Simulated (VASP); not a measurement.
Here is a VASP 6.6.1 calculation.

File POSCAR:

```
PtSe2
1.0
    3.7174822797      0.0000000000      0.0000000000
   -1.8587411399      3.2194340923      0.0000000000
    0.0000000000      0.0000000000      5.8218530436
Pt Se
1 2
Direct
    0.0000000000      0.0000000000      0.0000000000
    0.6666666667      0.3333333333      0.7747925647
    0.3333333333      0.6666666667      0.2252074353
```

Contents of INCAR.step1:

```
SYSTEM = PtSe2
ALGO     = Normal         ! electronic algorithm
EDIFF    = 1E-4           ! SCF threshold, eV
ENCUT    = 520            ! plane-wave cutoff, eV
GGA      = PE             ! functional
ISMEAR   = 0              ! smearing method
LASPH    = .TRUE.         ! aspherical terms in the spheres
LCHARG   = .FALSE.        ! write CHGCAR
LREAL    = .FALSE.        ! projectors in reciprocal space
LWAVE    = .TRUE.         ! write WAVECAR
NBANDS   = 18             ! bands
NELM     = 60             ! most SCF steps
PREC     = Accurate       ! precision mode
SIGMA    = 0.02           ! smearing width, eV
```

Contents of INCAR.step2:

```
SYSTEM = PtSe2
ALGO     = Normal         ! electronic algorithm
EDIFF    = 1E-6           ! SCF threshold, eV
ENCUT    = 520            ! plane-wave cutoff, eV
ISIF     = 2              ! what is computed and relaxed
ISMEAR   = 0              ! smearing method
ISTART   = 1            
LASPH    = .TRUE.         ! aspherical terms in the spheres
LCHARG   = .TRUE.         ! write CHGCAR
LELF     = .TRUE.         ! ELF
LMIXTAU  = .TRUE.       
LREAL    = .FALSE.        ! projectors in reciprocal space
LVHAR    = .TRUE.       
LWAVE    = .FALSE.        ! write WAVECAR
METAGGA  = R2SCAN         ! meta-GGA
NBANDS   = 18             ! bands
NELM     = 60             ! most SCF steps
PREC     = Accurate       ! precision mode
SIGMA    = 0.02           ! smearing width, eV
```

The input KPOINTS:

```
k-points
0
G
  12 12 6
  0 0 0
```

Potentials or basis: VASP PAW PBE potentials, release 64 (Pt, Se).

Launch:

```sh
$ cat potpaw_PBE.64/Pt/POTCAR potpaw_PBE.64/Se/POTCAR > POTCAR
$ cp INCAR.step1 INCAR
$ mpirun -np 1 vasp_std > vasp.out
$ cp INCAR.step2 INCAR
$ mpirun -np 1 vasp_std > vasp.out
```

What does it give for the pressure?

0.1 GPa.

Estimate the largest force.

0.010 eV/Å.

Estimate the band gap on the k mesh.

0.57 eV (least direct gap 0.94 eV).

Forces in eV/Å, atoms in the order of the input:
```
Pt   0.000  0.000  0.000
Se   0.000  0.000 -0.010
Se   0.000  0.000  0.010
```

Caveat: the PAW data sets were made with another functional, which shifts forces and pressure a little; spin-orbit coupling is left out, which moves the levels of the heavy elements. A k mesh can miss the band edges.
